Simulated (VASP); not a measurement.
# ZnGe3 (P-6m2) in VASP: a series of runs

ZnGe3 is run at these levels: PBE; tasks: single point.

All numbers are computed with VASP 6.6.1; they aren't measurements. Logs are shortened: lines on timing, memory, paths and dates and some standing lists are left out, and cuts for length are marked.

## (1) The cell of the first run

The structure is hexagonal, space group P-6m2 (No. 187). Conventional cell: a = 3.247 Å, b = 3.247 Å, c = 8.382 Å, α = 90.00°, β = 90.00°, γ = 120.00°. Within 3.8 Å of Zn (site symmetry -6m2) lie 6 Ge at 2.87 Å and 6 Zn at 3.25 Å. Within 3.6 Å of Ge (site symmetry 3m) lie 9 Ge at 2.76 to 3.25 Å and 3 Zn at 2.87 Å. Within 3.6 Å of Ge (site symmetry -6m2) lie 12 Ge at 2.76 to 3.25 Å.

The cell was generated, and may not be a known phase.

## (2) Single point, PBE

INCAR reads:

```
SYSTEM = ZnGe3
  PREC = Accurate
  ENCUT = 520
  EDIFF = 1E-6
  ISMEAR = 0
  SIGMA = 0.1
  LREAL = .False.
  LASPH = .True.
  NELM = 100
  ALGO = Normal
  ISIF = 2
  LWAVE = .False.
  LCHARG = .True.
  GGA = PE
  LELF = .True.
  LVHAR = .True.
  NBANDS = 35
```

KPOINTS reads:

```
regular mesh
0
Gamma
  6 6 2
  0 0 0
```

POSCAR reads:

```
ZnGe3
1.0
    3.2470262100      0.0000000000      0.0000000000
   -1.6235131100      2.8120071900      0.0000000000
    0.0000000000      0.0000000000      8.3818874600
Zn Ge
1 3
Direct
    0.0000000000      0.0000000000      0.0000000000
    0.3333333300      0.6666666700      0.2586581500
    0.0000000000      0.0000000000      0.5000000000
    0.3333333300      0.6666666700      0.7413418500
```

Potentials or basis: VASP PAW PBE potentials, release 64 (Zn, Ge_d).

On the command line:

```console
$ cat potpaw_PBE.64/Zn/POTCAR potpaw_PBE.64/Ge_d/POTCAR > POTCAR
$ mpirun -np 1 vasp_std > vasp.out
```

OUTCAR:

```text
SYSTEM = ZnGe3
   PREC = Accurate
   ENCUT = 520
   EDIFF = 1E-6
   ISMEAR = 0
   LREAL = .False.
   LASPH = .True.
   NELM = 100
   ISIF = 2
   GGA = PE

 ion  position               nearest neighbor table
   1  0.000  0.000  0.000-   2 2.87   4 2.87   2 2.87   4 2.87   2 2.87   4 2.87
   2  0.333  0.667  0.259-   3 2.76   3 2.76   3 2.76   1 2.87   1 2.87   1 2.87
   3  0.000  0.000  0.500-   2 2.76   4 2.76   2 2.76   4 2.76   2 2.76   4 2.76
   4  0.333  0.667  0.741-   3 2.76   3 2.76   3 2.76   1 2.87   1 2.87   1 2.87

  LATTYP: Found a hexagonal cell.
 ALAT       =     3.2470262100
 C/A-ratio  =     2.5814043121

  Lattice vectors:

 A1 = (   3.2470262100,   0.0000000000,   0.0000000000)
 A2 = (  -1.6235131100,   2.8120071900,   0.0000000000)
 A3 = (   0.0000000000,   0.0000000000,   8.3818874600)

Analysis of symmetry for initial positions (statically):
=====================================================================
 Subroutine PRICEL returns:
 Original cell was already a primitive cell.

 Routine SETGRP: Setting up the symmetry group for a
 hexagonal supercell.

 Subroutine GETGRP returns: Found 12 space group operations
 (whereof 12 operations were pure point group operations)
 out of a pool of 24 trial point group operations.

The static configuration has the point symmetry D_3h.

Analysis of symmetry for dynamics (positions and initial velocities):
=====================================================================
 Subroutine PRICEL returns:
 Original cell was already a primitive cell.

 Routine SETGRP: Setting up the symmetry group for a
 hexagonal supercell.

 Subroutine GETGRP returns: Found 12 space group operations
 (whereof 12 operations were pure point group operations)
 out of a pool of 24 trial point group operations.

The dynamic configuration has the point symmetry D_3h.

 Subroutine INISYM returns: Found 12 space group operations
 (whereof 12 operations are pure point group operations),
 and found     1 'primitive' translations

----------------------------------------------------------------------------------------

                                     Primitive cell

  volume of cell :      76.5322

  direct lattice vectors                    reciprocal lattice vectors
     3.247026210  0.000000000  0.000000000     0.307974108  0.177808934  0.000000000
    -1.623513110  2.812007190  0.000000000     0.000000000  0.355617867  0.000000000
     0.000000000  0.000000000  8.381887460     0.000000000  0.000000000  0.119304871

  length of vectors
[... 76 lines left out ...]
   LREAL  =      F    real-space projection
   EDIFFG = 0.1E-04   stopping-criterion for IOM
   NSW    =      0    number of steps for IOM
   IBRION =     -1    ionic relax: 0-MD 1-quasi-New 2-CG
   NFREE  =      0    steps in history (QN), initial steepest desc. (CG)
   ISIF   =      2    stress and relaxation
   ISYM   =      2    0-nonsym 1-usesym 2-fastsym
   POTIM  = 0.5000    time-step for ionic-motion
   TEBEG  =    0.0;   TEEND  =   0.0 temperature during run
   PSTRESS=    0.0 pullay stress
   NELECT =      54.0000    total number of electrons
   NUPDOWN=      -1.0000    fix difference up-down
   EMIN   =  10.00;   EMAX   =-10.00  energy-range for DOS
   EFERMI =   0.00;   METHOD = LEGACY
   ISMEAR =     0;   SIGMA  =   0.10  broadening in eV -4-tet -1-fermi 0-gaus
   EFERMI_NEDOS =   21; number of points for ismear=-14 and -15
   IALGO  =     38    algorithm
   IMIX   =      4    mixing-type and parameters
     AMIX     =   0.40;   BMIX     =  1.00
     AMIX_MAG =   1.60;   BMIX_MAG =  1.00
  volume/ion in A,a.u.               =      19.13       129.12
  Fermi-wavevector in a.u.,A,eV,Ry     =   1.457442  2.754167 28.900657  2.124138
  Thomas-Fermi vector in A             =   2.574243
   LORBIT       =      0    0 simple, 1 ext, 2 COOP (PROOUT), +10 PAW based schemes
   GGA     = PE    functional components
   LHFCALC =     F    Hartree Fock is set to
   AEXX    =    0.0000 exact exchange contribution
   IVDW    =     0    specifies the selected vdW correction
   LEPSILON=     F    determine dielectric tensor
   LRPA    =     F    only Hartree local field effects (RPA)
 non-spin polarized calculation
 Gauss-broadening in eV      SIGMA  =   0.10
  energy-cutoff  :      520.00
  volume of cell :       76.53
 maximum number of plane-waves:      2088
   NGX = 13   NGY = 13   NGZ = 31

 number of electron      53.9999990 magnetization

 Free energy of the ion-electron system (eV)
  ---------------------------------------------------
  ext. energy  EPLUGINS =         0.00000000
  ---------------------------------------------------
  free energy    TOTEN  =       -13.21785505 eV

  energy without entropy =      -13.19699516  energy(sigma->0) =      -13.20742510

 E-fermi :   5.2674     XC(G=0): -10.9954

 val. band max:        5.2634901325   @ k =   0.3333  -0.0000   0.0000
 cond. band min:       5.3296822741   @ k =   0.3333   0.1667   0.0000
 fundamental gap:      0.0661921416
 Fermi energy:         5.2674080482

 k-point     1 :       0.0000    0.0000    0.0000
  band No.  band energies     occupation
      1     -19.4470      2.00000
      2     -19.4470      2.00000
      3     -19.4411      2.00000
      4     -19.4411      2.00000
      5     -19.4283      2.00000
      6     -19.3553      2.00000
[... 521 lines left out ...]
     34      12.3971      0.00000
     35      12.5241      0.00000

------------------------ aborting loop because EDIFF is reached ----------------------------------------

  FORCE on cell =-STRESS in cart. coord.  units (eV):
  Direction    XX          YY          ZZ          XY          YZ          ZX
  --------------------------------------------------------------------------------------
  -------------------------------------------------------------------------------------
  Total        0.3475226      0.3475226     -0.2341456     -0.0000000      0.0000000      0.0000000
  in kB        7.2752782      7.2752783     -4.9017653     -0.0000000      0.0000000      0.0000000
  external PRESSURE =       3.2162637 kB  Pullay stress =       0.0000000 kB

 VOLUME and BASIS-vectors are now :
 -----------------------------------------------------------------------------
  energy-cutoff  :      520.00
  volume of cell :       76.53
      direct lattice vectors                 reciprocal lattice vectors
     3.247026210  0.000000000  0.000000000     0.307974108  0.177808934  0.000000000
    -1.623513110  2.812007190  0.000000000     0.000000000  0.355617867  0.000000000
     0.000000000  0.000000000  8.381887460     0.000000000  0.000000000  0.119304871

 POSITION                                       TOTAL-FORCE (eV/Angst)
 -----------------------------------------------------------------------------------
      0.00000      0.00000      0.00000        -0.000000      0.000000      0.000000
     -0.00000      1.87467      2.16804         0.000000     -0.000000     -0.664368
      0.00000      0.00000      4.19094        -0.000000      0.000000      0.000000
     -0.00000      1.87467      6.21384         0.000000     -0.000000      0.664368
 -----------------------------------------------------------------------------------
    total drift:                                0.000017     -0.000010      0.000000

  FREE ENERGIE OF THE ION-ELECTRON SYSTEM (eV)
  ---------------------------------------------------
  free  energy   TOTEN  =       -13.2178550520 eV

  energy  without entropy=      -13.1969951568  energy(sigma->0) =      -13.20742510
```

stdout:

```text
POSCAR found type information on POSCAR ZnGe
 POSCAR found :  2 types and       4 ions
 scaLAPACK will be used
 LDA part: xc-table for (Slater+PW92), standard interpolation
 POSCAR, INCAR and KPOINTS ok, starting setup
 FFT: planning ... GRIDC
 FFT: planning ... GRID_SOFT
 FFT: planning ... GRID
 WAVECAR not read
 entering main loop
```

Run time: 24 s. Hardware: 1 thread of Intel Xeon 6975P-C (Granite Rapids), shared host; peak memory 0.18 GiB.

What came out:

```
Free energy            : -13.2179 eV
Pressure               : 0.3 GPa
Largest force          : 0.664 eV/Å
Band gap on the k mesh : zero (bands 27 and 28 overlap by 5.84 eV)
```

Forces on the atoms (eV/Å):
```
Zn   0.000  0.000  0.000
Ge   0.000  0.000 -0.664
Ge   0.000  0.000  0.000
Ge   0.000  0.000  0.664
```

Caveat: the k points lie up to 0.37 Å⁻¹ apart, too coarse for converged energies and pressures of a metal.

## (3) Single point, PBE

INCAR reads:

```
SYSTEM = ZnGe3
PREC = Accurate
ENCUT = 520
EDIFF = 1E-7
ISMEAR = 0
SIGMA = 0.1
LREAL = .FALSE.
LASPH = .TRUE.
NELM = 60
ALGO = Normal
ISIF = 2
LWAVE = .FALSE.
LCHARG = .FALSE.
GGA = PE
NBANDS = 35
```

KPOINTS reads:

```
Automatic mesh
0
G
  6 6 2
  0 0 0
```

POSCAR reads:

```
ZnGe3
1.0
    3.2610042505      0.0000000029      0.0000000000
   -1.6305021278      2.8241125214      0.0000000000
    0.0000000000      0.0000000000      8.2996619774
Zn Ge
1 3
Direct
    0.0000000000      0.0000000000      0.0000000000
    0.3333333333      0.6666666667      0.2362021366
    0.0000000000      0.0000000000      0.5000000000
    0.3333333333      0.6666666667      0.7637978634
```

Potentials or basis: VASP PAW PBE potentials, release 64 (Zn, Ge_d).

On the command line:

```console
$ cat potpaw_PBE.64/Zn/POTCAR potpaw_PBE.64/Ge_d/POTCAR > POTCAR
$ mpirun -np 1 vasp_std > vasp.out
```

Run time: 21 s. Hardware: 1 thread of Intel Xeon 6975P-C (Granite Rapids), shared host; peak memory 0.19 GiB.

The run converged. Its results:

* Free energy: -13.3596 eV
* Pressure: -0.2 GPa
* Largest force: 0.004 eV/Å
* Band gap on the k mesh: zero (bands 27 and 28 overlap by 6.06 eV)

Forces in eV/Å, atoms in the order of the input:
```
Zn   0.000  0.000  0.000
Ge   0.000  0.000 -0.004
Ge   0.000  0.000  0.000
Ge   0.000  0.000  0.004
```

Stress tensor (GPa, compression positive):
```
-0.26  0.00  0.00
 0.00 -0.26  0.00
 0.00  0.00 -0.06
```

Levels at points of the mesh, in eV from the Fermi level:
| k point | band 22 | band 23 | band 24 | band 25 | band 26 | band 27 | band 28 | band 29 | band 30 | band 31 |
| --- | --- | --- | --- | --- | --- | --- | --- | --- | --- | --- |
| (0.00, 0.00, 0.00) | -7.14 | -7.14 | -3.33 | -2.77 | 4.25 | 4.25 | 5.52 | 5.52 | 6.16 | 6.16 |
| (0.50, 0.00, 0.00) | -6.98 | -6.43 | -4.59 | -4.14 | -3.50 | 0.40 | 0.90 | 1.08 | 2.65 | 2.92 |
| (0.00, 0.00, 0.50) | -7.14 | -7.14 | -5.96 | 1.15 | 2.12 | 4.41 | 4.41 | 5.11 | 5.11 | 6.38 |
| (0.50, 0.00, 0.50) | -6.95 | -6.40 | -4.97 | -3.50 | -2.17 | -1.69 | -0.33 | 1.39 | 2.10 | 3.63 |

Caveat: the k points lie up to 0.38 Å⁻¹ apart, too coarse for converged energies and pressures of a metal.

The gap in the log of VASP goes by the Fermi energy; the results here count the filled bands.